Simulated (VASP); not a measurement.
The system is MgZn4O.

```
Mg Zn O
1.0
     5.59320    0.00000    0.00000
     0.00000    2.77653    3.23866
     0.00000   -2.77653    3.23866
Mg Zn O
1 4 1
Direct
  0.00000 0.75402 0.75402
  0.23561 0.33700 0.81849
  0.76439 0.81849 0.33700
  0.23561 0.81849 0.33700
  0.76439 0.33700 0.81849
  0.50000 0.90565 0.90565
```

The cell was built from a structure type or drawn by symmetry, and may not be a known phase.

- Program: VASP 6.6.1
- Task: relaxation of cell and atoms
- Functional: PBE
- Potentials or basis: VASP PAW PBE potentials, release 64 (Mg, Zn, O)
- Cutoff: 600 eV
- k mesh: 3 × 4 × 4
- Occupations: gaussian, width 0.2 eV
- Spin: no spin polarisation

At the start: pressure 9.3 GPa; volume 16.77 Å³/atom.

Problem. Where does the relaxation end?

Solution. Over 18 steps the energy falls by 533.4 meV/atom and the volume is 19.08 Å³/atom (+13.8 %); space group Amm2 (No. 38, to 0.1 Å) before and after.

Step by step:
| step | energy change (eV) | largest force (eV/Å) | pressure (GPa) | volume (Å³) |
| --- | --- | --- | --- | --- |
| 1 | 0.0000 | 5.7161 | 9.31 | 100.59 |
| 2 | -2.1429 | 1.5905 | -2.16 | 115.44 |
| 3 | -2.1502 | 1.5566 | -2.44 | 116.76 |
| 4 | -2.3940 | 1.2012 | -0.33 | 112.74 |
| 5 | -2.4918 | 0.7833 | 2.50 | 108.86 |
| 6 | -2.6841 | 0.6902 | 2.28 | 109.81 |
| 7 | -2.9429 | 0.3676 | 2.86 | 112.34 |
| 8 | -3.0333 | 0.4530 | -0.93 | 119.57 |
| 9 | -3.0349 | 0.4321 | -0.52 | 118.66 |
| 10 | -3.0847 | 0.3718 | -0.74 | 118.90 |
| 11 | -3.1066 | 0.3065 | -0.93 | 119.19 |
| 12 | -3.1356 | 0.2509 | -0.10 | 116.44 |
| 13 | -3.1479 | 0.2298 | 1.17 | 112.71 |
| 14 | -3.1642 | 0.1789 | 0.72 | 112.64 |
| 15 | -3.1671 | 0.2176 | 0.43 | 112.58 |
| 16 | -3.1775 | 0.1884 | 0.10 | 113.31 |
| 17 | -3.1917 | 0.1144 | -0.80 | 115.51 |
| 18 | -3.2003 | 0.0687 | -0.18 | 114.45 |

Final structure:
```yaml
crystal:
  lattice:
    - [6.56638, 0.00000, 0.00000]
    - [0.00000, 2.64143, 3.29938]
    - [0.00000, -2.64143, 3.29938]
  atoms:
    - { symbol: Mg, position: [0.00000, 0.78179, 0.78179] }
    - { symbol: Zn, position: [0.27052, 0.29305, 0.77824] }
    - { symbol: Zn, position: [0.72948, 0.77824, 0.29305] }
    - { symbol: Zn, position: [0.27052, 0.77824, 0.29305] }
    - { symbol: Zn, position: [0.72948, 0.29305, 0.77824] }
    - { symbol: O, position: [0.50000, 0.04629, 0.04629] }
```

Caveat: the k points lie up to 0.38 Å⁻¹ apart in the final cell, too coarse for converged energies and pressures of a metal; a cell axis changed by over 15 % at a fixed basis, so the end point is rough; the relaxation stopped at a loose force limit of 0.08 eV/Å, so its end isn't a converged minimum.
